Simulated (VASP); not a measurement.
Wanted: the native input for a VASP 6.6.1 run.

| Quantity | Value |
| --- | --- |
| Task | single point |
| Functional | PBEsol |
| Potentials or basis | VASP PAW PBE potentials, release 64 (In_d, Se) |
| Cutoff | 520 eV |
| k mesh | 7 × 7 × 6 |
| Occupations | fermi-dirac, width 0.05 eV |
| Spin | no spin polarisation |
| Dipole correction | no |
| Further INCAR settings | ALGO = Normal; EDIFF = 1e-06; NBANDS = 27 |

The structure of InSe lies in POSCAR:

```
InSe
1.0
    5.8256901512     -1.9763165564      0.2679051426
    5.8256901512      1.9763165564      0.2679051426
   -1.5036323765      0.0000000000      3.6543394974
In Se
2 2
Direct
    0.8763184513      0.8763184513     -0.1231273046
    0.1236815487      0.1236815487      1.1231273046
    0.6385120266      0.6385120266      0.6380475546
    0.3614879734      0.3614879734      0.3619524454
```

One way to write it, as run:

INCAR

```
ALGO = Normal
EDIFF = 1E-6
ENCUT = 520
GGA = PS
ISIF = 2
ISMEAR = -1
LASPH = True
LCHARG = False
LREAL = False
LWAVE = False
NBANDS = 27
NELM = 100
PREC = Accurate
SIGMA = 0.05
```

KPOINTS

```
k-points
0
Gamma
  7 7 6
```

Potentials or basis: VASP PAW PBE potentials, release 64 (In_d, Se).

The run is started by

```sh
$ cat potpaw_PBE.64/In_d/POTCAR potpaw_PBE.64/Se/POTCAR > POTCAR
$ mpirun -np 1 vasp_std > vasp.out
```

Results of the run:

The pressure is 10.1 GPa. The largest force is 0.014 eV/Å and the band gap on the k mesh is zero (bands 19 and 20 overlap by 0.71 eV).

Caveat: the cell stands under pressure; the PAW data sets were made with another functional, which shifts forces and pressure a little; spin-orbit coupling is left out, which moves the levels of the heavy elements.

It took 5.4 min on 1 thread of Intel Xeon 8259CL, on a shared host, peak memory 0.36 GiB.
